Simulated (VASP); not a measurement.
# BaS (Fm-3m) in VASP: a series of runs

Runs on BaS. Level: PBEsol. Tasks: single point.

Everything below comes from runs of VASP 6.6.1. Logs are shortened: lines on timing, memory, paths and dates and some standing lists are left out, and cuts for length are marked.

## 1. The cell of the first run

The structure is cubic, space group Fm-3m (No. 225). Conventional cell: a = 6.332 Å, b = 6.332 Å, c = 6.332 Å, α = 90.00°, β = 90.00°, γ = 90.00°. Within 4.2 Å of Ba (site symmetry m-3m) lie 6 S at 3.17 Å. S (site symmetry m-3m) has 6 Ba at 3.17 Å within 4.2 Å.

## 2. Single point, PBEsol

The input, INCAR:

```
SYSTEM = BaS
  PREC = Accurate
  ENCUT = 520
  EDIFF = 1E-6
  ISMEAR = 0
  SIGMA = 0.05
  LREAL = .False.
  LASPH = .True.
  NELM = 80
  ALGO = Normal
  ISIF = 2
  LWAVE = .False.
  LCHARG = .True.
  GGA = PS
  LELF = .True.
  LVHAR = .True.
  NBANDS = 15
```

The input, KPOINTS:

```
regular mesh
0
Gamma
  10 10 10
  0 0 0
```

The input, POSCAR:

```
BaS
1.0
    0.0000000000      3.1658433279      3.1658433279
    3.1658433279      0.0000000000      3.1658433279
    3.1658433279      3.1658433279      0.0000000000
Ba S
1 1
Direct
    0.5000000000      0.5000000000      0.5000000000
    0.0000000000      0.0000000000      0.0000000000
```

Potentials or basis: VASP PAW PBE potentials, release 64 (Ba_sv, S).

Started as:

```console
$ cat potpaw_PBE.64/Ba_sv/POTCAR potpaw_PBE.64/S/POTCAR > POTCAR
$ mpirun -np 1 vasp_std > vasp.out
```

OUTCAR:

```text
SYSTEM = BaS
   PREC = Accurate
   ENCUT = 520
   EDIFF = 1E-6
   ISMEAR = 0
   LREAL = .False.
   LASPH = .True.
   NELM = 80
   ISIF = 2
   GGA = PS

 ion  position               nearest neighbor table
   1  0.500  0.500  0.500-   2 3.17   2 3.17   2 3.17   2 3.17   2 3.17   2 3.17
   2  0.000  0.000  0.000-   1 3.17   1 3.17   1 3.17   1 3.17   1 3.17   1 3.17

  LATTYP: Found a face centered cubic cell.
 ALAT       =     6.3316866558

  Lattice vectors:

 A1 = (   0.0000000000,   3.1658433279,   3.1658433279)
 A2 = (   3.1658433279,   0.0000000000,   3.1658433279)
 A3 = (   3.1658433279,   3.1658433279,   0.0000000000)

Analysis of symmetry for initial positions (statically):
=====================================================================
 Subroutine PRICEL returns:
 Original cell was already a primitive cell.

 Routine SETGRP: Setting up the symmetry group for a
 face centered cubic supercell.

 Subroutine GETGRP returns: Found 48 space group operations
 (whereof 48 operations were pure point group operations)
 out of a pool of 48 trial point group operations.

The static configuration has the point symmetry O_h .

Analysis of symmetry for dynamics (positions and initial velocities):
=====================================================================
 Subroutine PRICEL returns:
 Original cell was already a primitive cell.

 Routine SETGRP: Setting up the symmetry group for a
 face centered cubic supercell.

 Subroutine GETGRP returns: Found 48 space group operations
 (whereof 48 operations were pure point group operations)
 out of a pool of 48 trial point group operations.

The dynamic configuration has the point symmetry O_h .

 Subroutine INISYM returns: Found 48 space group operations
 (whereof 48 operations are pure point group operations),
 and found     1 'primitive' translations

----------------------------------------------------------------------------------------

                                     Primitive cell

  volume of cell :      63.4597

  direct lattice vectors                    reciprocal lattice vectors
     0.000000000  3.165843328  3.165843328    -0.157935800  0.157935800  0.157935800
     3.165843328  0.000000000  3.165843328     0.157935800 -0.157935800  0.157935800
     3.165843328  3.165843328  0.000000000     0.157935800  0.157935800 -0.157935800

  length of vectors
     4.477178571  4.477178571  4.477178571     0.273552831  0.273552831  0.273552831

  position of ions in fractional coordinates (direct lattice)
[... 85 lines left out ...]
   ISIF   =      2    stress and relaxation
   ISYM   =      2    0-nonsym 1-usesym 2-fastsym
   POTIM  = 0.5000    time-step for ionic-motion
   TEBEG  =    0.0;   TEEND  =   0.0 temperature during run
   PSTRESS=    0.0 pullay stress
   NELECT =      16.0000    total number of electrons
   NUPDOWN=      -1.0000    fix difference up-down
   EMIN   =  10.00;   EMAX   =-10.00  energy-range for DOS
   EFERMI =   0.00;   METHOD = LEGACY
   ISMEAR =     0;   SIGMA  =   0.05  broadening in eV -4-tet -1-fermi 0-gaus
   EFERMI_NEDOS =   21; number of points for ismear=-14 and -15
   IALGO  =     38    algorithm
   IMIX   =      4    mixing-type and parameters
     AMIX     =   0.40;   BMIX     =  1.00
     AMIX_MAG =   1.60;   BMIX_MAG =  1.00
  volume/ion in A,a.u.               =      31.73       214.12
  Fermi-wavevector in a.u.,A,eV,Ry     =   1.034226  1.954404 14.553107  1.069623
  Thomas-Fermi vector in A             =   2.168511
   LORBIT       =      0    0 simple, 1 ext, 2 COOP (PROOUT), +10 PAW based schemes
   GGA     = PS    functional components
   LHFCALC =     F    Hartree Fock is set to
   AEXX    =    0.0000 exact exchange contribution
   IVDW    =     0    specifies the selected vdW correction
   LEPSILON=     F    determine dielectric tensor
   LRPA    =     F    only Hartree local field effects (RPA)
 non-spin polarized calculation
 Gauss-broadening in eV      SIGMA  =   0.05
  energy-cutoff  :      520.00
  volume of cell :       63.46
 maximum number of plane-waves:      1736
 NGX is ok and might be reduce to    36
   NGX = 17   NGY = 17   NGZ = 17

 number of electron      15.9999999 magnetization

 Free energy of the ion-electron system (eV)
  ---------------------------------------------------
  ext. energy  EPLUGINS =         0.00000000
  ---------------------------------------------------
  free energy    TOTEN  =       -10.71725815 eV

  energy without entropy =      -10.71725815  energy(sigma->0) =      -10.71725815

 E-fermi :   1.7197     XC(G=0):  -8.9336

 val. band max:        1.4813328028   @ k =   0.0000   0.0000   0.0000
 cond. band min:       3.4139487226   @ k =   0.5000   0.5000   0.0000
 fundamental gap:      1.9326159198
 Fermi energy:         1.7196835362

 k-point     1 :       0.0000    0.0000    0.0000
  band No.  band energies     occupation
      1     -24.4738      2.00000
      2      -9.5128      2.00000
      3      -9.5128      2.00000
      4      -9.5128      2.00000
      5      -8.9130      2.00000
      6       1.4813      2.00000
      7       1.4813      2.00000
      8       1.4813      2.00000
      9       5.0171      0.00000
     10       5.2648      0.00000
     11       5.2648      0.00000
     12       5.2648      0.00000
     13       6.2472      0.00000
     14       6.2472      0.00000
[... 401 lines left out ...]
      2     -10.2734      2.00000
      3      -9.7054      2.00000
      4      -9.6769      2.00000
      5      -8.3348      2.00000
      6       0.3607      2.00000
      7       1.1356      2.00000
      8       1.2058      2.00000
      9       3.9058      0.00000
     10       7.0546      0.00000
     11       7.4015      0.00000
     12       8.3621      0.00000
     13       8.4342      0.00000
     14      10.3359      0.00000
     15      10.7373      0.00000

 [... further k-points ...]
[... 5 lines left out ...]
  --------------------------------------------------------------------------------------
  -------------------------------------------------------------------------------------
  Total        0.2712125      0.2712125      0.2712125      0.0000000     -0.0000000      0.0000000
  in kB        6.8473413      6.8473413      6.8473413      0.0000000     -0.0000000      0.0000000
  external PRESSURE =       6.8473413 kB  Pullay stress =       0.0000000 kB

 VOLUME and BASIS-vectors are now :
 -----------------------------------------------------------------------------
  energy-cutoff  :      520.00
  volume of cell :       63.46
      direct lattice vectors                 reciprocal lattice vectors
     0.000000000  3.165843328  3.165843328    -0.157935800  0.157935800  0.157935800
     3.165843328  0.000000000  3.165843328     0.157935800 -0.157935800  0.157935800
     3.165843328  3.165843328  0.000000000     0.157935800  0.157935800 -0.157935800

 POSITION                                       TOTAL-FORCE (eV/Angst)
 -----------------------------------------------------------------------------------
      3.16584      3.16584      3.16584        -0.000000     -0.000000      0.000000
      0.00000      0.00000      0.00000         0.000000      0.000000     -0.000000
 -----------------------------------------------------------------------------------
    total drift:                                0.000000      0.000000      0.000000

  FREE ENERGIE OF THE ION-ELECTRON SYSTEM (eV)
  ---------------------------------------------------
  free  energy   TOTEN  =       -10.7172581490 eV

  energy  without entropy=      -10.7172581490  energy(sigma->0) =      -10.71725815
```

stdout:

```text
POSCAR found type information on POSCAR BaS
 POSCAR found :  2 types and       2 ions
 scaLAPACK will be used
 -----------------------------------------------------------------------------
|                                                                             |
|                                                                             |
|     You enforced a specific xc type in the INCAR file but a different       |
|     I HOPE YOU KNOW WHAT YOU ARE DOING!                                     |
|                                                                             |
 -----------------------------------------------------------------------------

 LDA part: xc-table for (Slater+PW92), standard interpolation
 POSCAR, INCAR and KPOINTS ok, starting setup
 FFT: planning ... GRIDC
 FFT: planning ... GRID_SOFT
 FFT: planning ... GRID
 WAVECAR not read
 entering main loop
```

Wall time 37 s (1 thread of Intel Xeon Platinum 8259CL at 2.50GHz (Skylake/Cascade Lake), shared host); peak memory 0.22 GiB.

What came out:

| Property | Result |
| --- | --- |
| Free energy | -10.7173 eV |
| Pressure | 0.7 GPa |
| Band gap on the k mesh | 1.93 eV, indirect (least direct gap 2.06 eV) |

Caveat: the PAW data sets were made with another functional, which shifts forces and pressure a little; spin-orbit coupling is left out, which moves the levels of the heavy elements.

(Continued in part 2 of 3.)
